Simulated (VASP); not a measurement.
A run of VASP 6.6.1 is set up as follows.

File INCAR:

```
SYSTEM = CdTe
ALGO = Normal ; DIPOL = 0.5 0.5 0.500
EDIFF = 1E-6 ; ENCUT = 360
GGA = PE ; GGA_COMPAT = .False.
IDIPOL = 3 ; ISIF = 0
ISMEAR = 1 ; KPAR = 2
LASPH = .True. ; LCHARG = .False.
LDIPOL = .True. ; LREAL = .False.
LWAVE = .False. ; NBANDS = 41
NELM = 120 ; NELMDL = -8
PREC = Accurate ; SIGMA = 0.1
```

Contents of KPOINTS:

```
Automatic mesh
0
Gamma
  8 8 1
  0 0 0
```

The input POSCAR:

```
CdTe
1.0
    4.5325544674      0.0000000000      0.0000000000
   -2.2662772337      3.9253073128      0.0000000000
    0.0000000000      0.0000000000     23.3268342574
Te Cd
3 3
Direct
    0.0000000000      0.0000000000      0.3215181200
    0.3333333300      0.6666666700      0.4801686800
    0.6666666700      0.3333333300      0.6388192400
    0.3333333300      0.6666666700      0.3611807600
    0.6666666700      0.3333333300      0.5198313200
    0.0000000000      0.0000000000      0.6806253300
```

Potentials or basis: VASP PAW PBE potentials, release 64 (Te, Cd).

Run with:

```console
$ cat potpaw_PBE.64/Te/POTCAR potpaw_PBE.64/Cd/POTCAR > POTCAR
$ mpirun -np 2 vasp_std > vasp.out
```

(1) Predict the band gap on the k mesh.

(2) Estimate the largest force.

Results:

(1) zero (bands 27 and 28 overlap by 0.18 eV).

(2) 0.963 eV/Å.

Caveat: the cell differs from its parent crystal (last atom moved by 0.05 Å along z); spin-orbit coupling is left out, which moves the levels of the heavy elements.
